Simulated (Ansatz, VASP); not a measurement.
One calculation of Ga, two programs

```
Ga
1.0
    12.00000    0.00000    0.00000
     0.00000   12.60000    0.00000
     0.00000    0.00000   13.20000
Ga
1
Direct
  0.50000 0.50000 0.50000
```

Alike in both runs: task single point; functional r2SCAN; k mesh 1 × 1 × 1; occupations gaussian, width 0.01 eV; collinear spin.

|  | VASP | Ansatz |
| --- | --- | --- |
| version | VASP 6.6.1 | Ansatz 0.2.0 |
| potentials or method | VASP PAW PBE potentials, release 64 (Ga_d) | scalar-relativistic, plane waves, PAW |
| plane-wave cutoff (eV) | 440 | 500 |
| valence electrons in the cell | 13 | 13 |

Ansatz gave:

```
gap on the k mesh at the Fermi level (eV)                     : 0.73
net moment per atom (μB)                                      : 1.00
size of the moment on the site where the two differ most (μB) : 1.00
```

Estimate VASP's values.

gap on the k mesh at the Fermi level (eV): 0.72; net moment per atom (μB): 1.00; size of the moment on the site where the two differ most (μB): 0.27.

VASP's potentials were made for PBE, not for r2SCAN. Site moments also hang on the region over which each program counts them. Ansatz's warnings: reached outside group, stability check not made, xc potential rough in thin density.
